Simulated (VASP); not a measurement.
# Si8N (P6/mmm) in VASP: notebook

Runs on Si8N. Level: PBE. Tasks: relaxation of cell and atoms, single point.

Everything below comes from runs of VASP 6.6.1. Logs are shortened: lines on timing, memory, paths and dates and some standing lists are left out, and cuts for length are marked.

## (1) The cell of the first run

The structure is hexagonal, space group P6/mmm (No. 191). The conventional cell has a = 7.926 Å, b = 7.926 Å, c = 2.981 Å, α = 90.00°, β = 90.00°, γ = 120.00°. Within 3.0 Å of Si (site symmetry mm2) lie 5 Si at 2.27 to 2.98 Å and 2 N at 2.71 Å. Si (site symmetry -6m2) has 5 Si at 2.31 to 2.98 Å within 3.1 Å. N (site symmetry 6/mmm) has 12 Si at 2.71 Å and 2 N at 2.98 Å within 3.6 Å.

The cell was built from a structure type or drawn by symmetry, and may not be a known phase.

## (2) Relaxation of cell and atoms, PBE

Input file INCAR:

```
SYSTEM = Si8N
ALGO = Normal ; EDIFF = 1E-7
EDIFFG = -0.04 ; ENCUT = 600
GGA = PE ; IBRION = 2
ISIF = 3 ; ISMEAR = 0
LASPH = .True. ; LCHARG = .False.
LREAL = .False. ; LWAVE = .False.
NELM = 60 ; NSW = 90
PREC = Accurate ; SIGMA = 0.1
```

Input file KPOINTS:

```
k-points
0
Gamma
  3 3 6
  0 0 0
```

Input file POSCAR:

```
Si8N
1.0
    7.9261672706      0.0000000000      0.0000000000
   -3.9630836353      6.8642622110      0.0000000000
    0.0000000000      0.0000000000      2.9807355841
Si N
8 1
Direct
    0.8349819069      0.1650180931      0.0000000000
    0.8349819069      0.6699638138      0.0000000000
    0.3300361862      0.1650180931      0.0000000000
    0.1650180931      0.8349819069      0.0000000000
    0.1650180931      0.3300361862      0.0000000000
    0.6699638138      0.8349819069      0.0000000000
    0.3333333333      0.6666666667      0.0000000000
    0.6666666667      0.3333333333      0.0000000000
    0.0000000000      0.0000000000      0.5000000000
```

Potentials or basis: VASP PAW PBE potentials, release 64 (Si, N).

The run is started by

```console
> cat potpaw_PBE.64/Si/POTCAR potpaw_PBE.64/N/POTCAR > POTCAR
> mpirun -np 1 vasp_std > vasp.out
```

OUTCAR:

```text
SYSTEM = Si8N
   EDIFF = 1E-7
   EDIFFG = -0.04
   ENCUT = 600
   GGA = PE
   IBRION = 2
   ISIF = 3
   ISMEAR = 0
   LASPH = .True.
   LREAL = .False.
   NELM = 60
   NSW = 90
   PREC = Accurate

 ion  position               nearest neighbor table
   1  0.835  0.165  0.000-   5 2.27   6 2.27   8 2.31
   2  0.835  0.670  0.000-   6 2.27   4 2.27   8 2.31
   3  0.330  0.165  0.000-   5 2.27   4 2.27   8 2.31
   4  0.165  0.835  0.000-   2 2.27   3 2.27   7 2.31
   5  0.165  0.330  0.000-   3 2.27   1 2.27   7 2.31
   6  0.670  0.835  0.000-   2 2.27   1 2.27   7 2.31
   7  0.333  0.667  0.000-   4 2.31   6 2.31   5 2.31
   8  0.667  0.333  0.000-   1 2.31   3 2.31   2 2.31
   9  0.000  0.000  0.500-

  LATTYP: Found a hexagonal cell.
 ALAT       =     7.9261672706
 C/A-ratio  =     0.3760626646

  Lattice vectors:

 A1 = (   7.9261672706,   0.0000000000,   0.0000000000)
 A2 = (  -3.9630836353,   6.8642622110,   0.0000000000)
 A3 = (   0.0000000000,   0.0000000000,   2.9807355841)

Analysis of symmetry for initial positions (statically):
=====================================================================
 Subroutine PRICEL returns:
 Original cell was already a primitive cell.

 Routine SETGRP: Setting up the symmetry group for a
 hexagonal supercell.

 Subroutine GETGRP returns: Found 24 space group operations
 (whereof 24 operations were pure point group operations)
 out of a pool of 24 trial point group operations.

The static configuration has the point symmetry D_6h.

Analysis of symmetry for dynamics (positions and initial velocities):
=====================================================================
 Subroutine PRICEL returns:
 Original cell was already a primitive cell.

 Routine SETGRP: Setting up the symmetry group for a
 hexagonal supercell.

 Subroutine GETGRP returns: Found 24 space group operations
 (whereof 24 operations were pure point group operations)
 out of a pool of 24 trial point group operations.

The dynamic configuration has the point symmetry D_6h.

 Subroutine INISYM returns: Found 24 space group operations
 (whereof 24 operations are pure point group operations),
 and found     1 'primitive' translations

----------------------------------------------------------------------------------------

                                     Primitive cell

  volume of cell :     162.1737

  direct lattice vectors                    reciprocal lattice vectors
     7.926167271  0.000000000  0.000000000     0.126164383  0.072841040  0.000000000
    -3.963083635  6.864262211  0.000000000     0.000000000  0.145682081  0.000000000
     0.000000000  0.000000000  2.980735584     0.000000000  0.000000000  0.335487658

  length of vectors
     7.926167271  7.926167271  2.980735584     0.145682081  0.145682081  0.335487658

  position of ions in fractional coordinates (direct lattice)
     0.834981907  0.165018093  0.000000000
     0.834981907  0.669963814  0.000000000
     0.330036186  0.165018093  0.000000000
     0.165018093  0.834981907  0.000000000
     0.165018093  0.330036186  0.000000000
     0.669963814  0.834981907  0.000000000
     0.333333333  0.666666667  0.000000000
     0.666666667  0.333333333  0.000000000
     0.000000000  0.000000000  0.500000000

  ion indices of the primitive-cell ions
   primitive index   ion index
                 1           1
                 2           2
                 3           3
                 4           4
                 5           5
                 6           6
                 7           7
                 8           8
                 9           9

----------------------------------------------------------------------------------------

 KPOINTS: k-points

Automatic generation of k-mesh.
 Grid dimensions read from file:
 generate k-points for:    3    3    6

 Generating k-lattice:

  Cartesian coordinates                     Fractional coordinates (reciprocal lattice)
     0.042054794  0.024280347  0.000000000     0.333333333  0.000000000  0.000000000
     0.000000000  0.048560694  0.000000000     0.000000000  0.333333333  0.000000000
     0.000000000  0.000000000  0.055914610     0.000000000  0.000000000  0.166666667

  Length of vectors
     0.048560694  0.048560694  0.055914610

  Shift w.r.t. Gamma in fractional coordinates (k-lattice)
     0.000000000  0.000000000  0.000000000

 Subroutine IBZKPT returns following result:
 ===========================================

 Found     12 irreducible k-points:

 Following reciprocal coordinates:
            Coordinates               Weight
  0.000000  0.000000  0.000000      1.000000
  0.333333 -0.000000  0.000000      6.000000
  0.333333  0.333333  0.000000      2.000000
  0.000000  0.000000  0.166667      2.000000
  0.333333 -0.000000  0.166667     12.000000
  0.333333  0.333333  0.166667      4.000000
  0.000000  0.000000  0.333333      2.000000
  0.333333 -0.000000  0.333333     12.000000
  0.333333  0.333333  0.333333      4.000000
  0.000000  0.000000  0.500000      1.000000
  0.333333 -0.000000  0.500000      6.000000
  0.333333  0.333333  0.500000      2.000000
   k-points           NKPTS =     12   k-points in BZ     NKDIM =     12   number of bands    NBANDS=     23
   number of dos      NEDOS =    301   number of ions     NIONS =      9
   total plane-waves  NPLWV =  98304
   dimension x,y,z NGX =    64 NGY =   64 NGZ =   24
   dimension x,y,z NGXF=   128 NGYF=  128 NGZF=   48
   ions per type =               8   1
   NGX,Y,Z   is equivalent  to a cutoff of  13.42, 13.42, 13.39 a.u.
   NGXF,Y,Z  is equivalent  to a cutoff of  26.85, 26.85, 26.77 a.u.
 SYSTEM =  Si8N
   PREC   = accura    normal or accurate (medium, high low for compatibility)
   ISTART =      0    job   : 0-new  1-cont  2-samecut
   ICHARG =      2    charge: 1-file 2-atom 10-const
   ISPIN  =      1    spin polarized calculation?
   LNONCOLLINEAR =      F non collinear calculations
   LSORBIT =      F    spin-orbit coupling
   LASPH  =      T    aspherical Exc in radial PAW
   ENCUT  =  600.0 eV  44.10 Ry    6.64 a.u.  15.83 15.83  5.95*2*pi/ulx,y,z
   NELM   =     60;   NELMIN=  2; NELMDL= -5     # of ELM steps
   EDIFF  = 0.1E-06   stopping-criterion for ELM
   LREAL  =      F    real-space projection
   EDIFFG = -.4E-01   stopping-criterion for IOM
   NSW    =     90    number of steps for IOM
   IBRION =      2    ionic relax: 0-MD 1-quasi-New 2-CG
   NFREE  =      1    steps in history (QN), initial steepest desc. (CG)
   ISIF   =      3    stress and relaxation
   ISYM   =      2    0-nonsym 1-usesym 2-fastsym
   POTIM  = 0.5000    time-step for ionic-motion
   TEBEG  =    0.0;   TEEND  =   0.0 temperature during run
   PSTRESS=    0.0 pullay stress
   NELECT =      37.0000    total number of electrons
   NUPDOWN=      -1.0000    fix difference up-down
   EMIN   =  10.00;   EMAX   =-10.00  energy-range for DOS
   EFERMI =   0.00;   METHOD = LEGACY
   ISMEAR =     0;   SIGMA  =   0.10  broadening in eV -4-tet -1-fermi 0-gaus
   EFERMI_NEDOS =   21; number of points for ismear=-14 and -15
   IALGO  =     38    algorithm
   IMIX   =      4    mixing-type and parameters
     AMIX     =   0.40;   BMIX     =  1.00
     AMIX_MAG =   1.60;   BMIX_MAG =  1.00
  volume/ion in A,a.u.               =      18.02       121.60
  Fermi-wavevector in a.u.,A,eV,Ry     =   1.000342  1.890373 13.615137  1.000684
  Thomas-Fermi vector in A             =   2.132692
   LORBIT       =      0    0 simple, 1 ext, 2 COOP (PROOUT), +10 PAW based schemes
   GGA     = PE    functional components
   LHFCALC =     F    Hartree Fock is set to
   AEXX    =    0.0000 exact exchange contribution
   IVDW    =     0    specifies the selected vdW correction
   LEPSILON=     F    determine dielectric tensor
   LRPA    =     F    only Hartree local field effects (RPA)
 conjugate gradient relaxation of ions
 non-spin polarized calculation
 Gauss-broadening in eV      SIGMA  =   0.10
  energy-cutoff  :      600.00
  volume of cell :      162.17
 maximum number of plane-waves:      5451
 NGX is ok and might be reduce to    64
   NGX = 31   NGY = 31   NGZ = 11

--------------------------------------- Ionic step        1  -------------------------------------------

 number of electron      37.0000001 magnetization

 Free energy of the ion-electron system (eV)
  ---------------------------------------------------
  ext. energy  EPLUGINS =         0.00000000
  ---------------------------------------------------
  free energy    TOTEN  =       -44.14390899 eV

  energy without entropy =      -44.11913354  energy(sigma->0) =      -44.13152126

------------------------ aborting loop because EDIFF is reached ----------------------------------------

  FORCE on cell =-STRESS in cart. coord.  units (eV):
  Direction    XX          YY          ZZ          XY          YZ          ZX
  --------------------------------------------------------------------------------------
  -------------------------------------------------------------------------------------
  Total        3.5554684      3.5554684     -7.1611133      0.0000000      0.0000000      0.0000000
  in kB       35.1258510     35.1258510    -70.7474147      0.0000000      0.0000000      0.0000000
  external PRESSURE =      -0.1652375 kB  Pullay stress =       0.0000000 kB
[... 200 lines left out ...]
  energy  without entropy=      -44.6644617025  energy(sigma->0) =      -44.67502523

--------------------------------------- Ionic step        6  -------------------------------------------

 number of electron      37.0000000 magnetization

 E-fermi :   6.8031     XC(G=0): -10.0590

 val. band max:        6.7966212583   @ k =   0.3333  -0.0000   0.1667
 cond. band min:       6.8818168502   @ k =   0.3333  -0.0000   0.3333
 fundamental gap:      0.0851955919
 Fermi energy:         6.8030707530

 k-point     1 :       0.0000    0.0000    0.0000
  band No.  band energies     occupation
      1      -8.1161      2.00000
      2      -4.7511      2.00000
      3      -4.2633      2.00000
      4      -4.2633      2.00000
      5      -3.6264      2.00000
      6      -2.1349      2.00000
[... 427 lines left out ...]
  energy  without entropy=      -44.7564361013  energy(sigma->0) =      -44.77159601

--------------------------------------- Ionic step        9  -------------------------------------------

 number of electron      37.0000000 magnetization

 Free energy of the ion-electron system (eV)
  ---------------------------------------------------
  ext. energy  EPLUGINS =         0.00000000
  ---------------------------------------------------
  free energy    TOTEN  =       -44.78784230 eV

  energy without entropy =      -44.75627834  energy(sigma->0) =      -44.77206032

 E-fermi :   6.6710     XC(G=0):  -9.9954

 val. band max:        6.6555357704   @ k =   0.3333  -0.0000   0.3333
 cond. band min:       6.7415616550   @ k =   0.3333  -0.0000   0.1667
 fundamental gap:      0.0860258846
 Fermi energy:         6.6710395282

 k-point     1 :       0.0000    0.0000    0.0000
  band No.  band energies     occupation
      1      -8.0295      2.00000
      2      -4.8282      2.00000
      3      -4.1985      2.00000
      4      -4.1985      2.00000
      5      -3.7203      2.00000
      6      -2.1460      2.00000
[... 337 lines left out ...]
  FREE ENERGIE OF THE ION-ELECTRON SYSTEM (eV)
  ---------------------------------------------------
  free  energy   TOTEN  =       -44.7878423019 eV

  energy  without entropy=      -44.7562783362  energy(sigma->0) =      -44.77206032

 reached required accuracy - stopping structural energy minimisation
```

It took 11 min on 1 thread of Intel Xeon 8259CL, shared host; peak memory 0.33 GiB.

Results:

```yaml
Free_energy: -44.7878 eV
Relaxed_volume: 17.17 Å³/atom
Relaxed_cell: a = 8.178 Å, b = 8.178 Å, c = 2.668 Å, α = 90.00°, β = 90.00°, γ = 120.00°
Space_group_after_relaxing_to_0.1_Å: P6/mmm (No. 191)
Energy_gained_by_relaxing: 71.5 meV/atom
Ionic_steps: 9
Pressure_after_relaxing: 0.1 GPa
Largest_force_after_relaxing: 0.004 eV/Å
```

Forces in eV/Å, atoms in the order of the input:
```
Si  -0.003  0.002  0.000
Si   0.000 -0.004  0.000
Si   0.003  0.002  0.000
Si   0.003 -0.002  0.000
Si   0.000  0.004  0.000
Si  -0.003 -0.002  0.000
Si   0.000  0.000  0.000
Si   0.000  0.000  0.000
N    0.000  0.000  0.000
```

The path:
| step | energy change (eV) | largest force (eV/Å) | pressure (GPa) | volume (Å³) |
| --- | --- | --- | --- | --- |
| 1 | 0.0000 | 0.3515 | -0.02 | 162.17 |
| 2 | -0.3595 | 0.0116 | -2.14 | 161.95 |
| 3 | -0.5105 | 0.3507 | -2.71 | 161.50 |
| 4 | -0.3766 | 0.4123 | -2.22 | 159.86 |
| 5 | -0.5417 | 0.4148 | -2.81 | 161.14 |
| 6 | -0.5915 | 0.2596 | 1.41 | 152.05 |
| 7 | -0.6163 | 0.3023 | -0.26 | 155.28 |
| 8 | -0.6428 | 0.0634 | 0.00 | 154.67 |
| 9 | -0.6439 | 0.0039 | 0.07 | 154.52 |

Final structure:
```
CELL_PARAMETERS angstrom
8.17772 0.00000 0.00000
-4.08886 7.08211 0.00000
0.00000 0.00000 2.66802
ATOMIC_POSITIONS crystal
Si 0.83558 0.16442 0.00000
Si 0.83558 0.67116 0.00000
Si 0.32884 0.16442 0.00000
Si 0.16442 0.83558 0.00000
Si 0.16442 0.32884 0.00000
Si 0.67116 0.83558 0.00000
Si 0.33333 0.66667 0.00000
Si 0.66667 0.33333 0.00000
N 0.00000 0.00000 0.50000
```

Caveat: the highest band is partly filled, so the run has too few bands.

## (3) Single point, PBE

This run uses another cell than the first one, of 17.16 Å³/atom.

Input file INCAR:

```
PREC = Accurate
ENCUT = 520
EDIFF = 1E-6
ISMEAR = 0
SIGMA = 0.1
LREAL = F
LASPH = T
NELM = 80
ALGO = Normal
ISIF = 2
LWAVE = F
LCHARG = F
GGA = PE
NBANDS = 28
```

Input file KPOINTS:

```
regular mesh
0
Gamma
  6 6 14
```

Input file POSCAR:

```
Si8N
1.0
    8.1926129303      0.0000000000      0.0000000000
   -4.0963064651      7.0950109210      0.0000000000
    0.0000000000      0.0000000000      2.6577154459
Si N
8 1
Direct
    0.8351340502      0.1648659498      0.0000000000
    0.8351340502      0.6702681005      0.0000000000
    0.3297318995      0.1648659498      0.0000000000
    0.1648659498      0.8351340502      0.0000000000
    0.1648659498      0.3297318995      0.0000000000
    0.6702681005      0.8351340502      0.0000000000
    0.3333333333      0.6666666667      0.0000000000
    0.6666666667      0.3333333333      0.0000000000
    0.0000000000      0.0000000000      0.5000000000
```

Potentials or basis: VASP PAW PBE potentials, release 64 (Si, N).

The run is started by

```console
> cat potpaw_PBE.64/Si/POTCAR potpaw_PBE.64/N/POTCAR > POTCAR
> mpirun -np 1 vasp_std > vasp.out
```

It took 6.4 min on 1 thread of Intel Xeon 8259CL, shared host; peak memory 0.37 GiB.

Results (log left out):

```
Free energy            : -44.6773 eV
Pressure               : -0.1 GPa
Largest force          : 0.004 eV/Å
Band gap on the k mesh : zero (an odd number of electrons rules out a gap without spin polarisation)
```

Forces on the atoms (eV/Å):
```
Si   0.003 -0.002  0.000
Si   0.000  0.004  0.000
Si  -0.003 -0.002  0.000
Si  -0.003  0.002  0.000
Si   0.000 -0.004  0.000
Si   0.003  0.002  0.000
Si   0.000  0.000  0.000
Si   0.000  0.000  0.000
N    0.000  0.000  0.000
```

Stress tensor (GPa, compression positive):
```
-0.15  0.00  0.00
 0.00 -0.15  0.00
 0.00  0.00 -0.05
```

Levels at points of the mesh, in eV from the Fermi level:
```tsv
k point	band 15	band 16	band 17	band 18	band 19	band 20	band 21	band 22
(0.00, 0.00, 0.00)	-1.22	-1.22	-0.94	-0.94	0.61	0.76	3.46	3.46
(0.50, 0.00, 0.00)	-0.19	-0.17	0.29	0.61	1.64	2.25	2.30	2.45
(0.00, 0.00, 0.50)	-2.04	-1.71	-1.33	-1.27	-1.27	-0.49	-0.49	-0.21
(0.50, 0.00, 0.50)	-2.71	-2.44	-2.11	-0.94	-0.90	-0.79	-0.72	-0.61
```
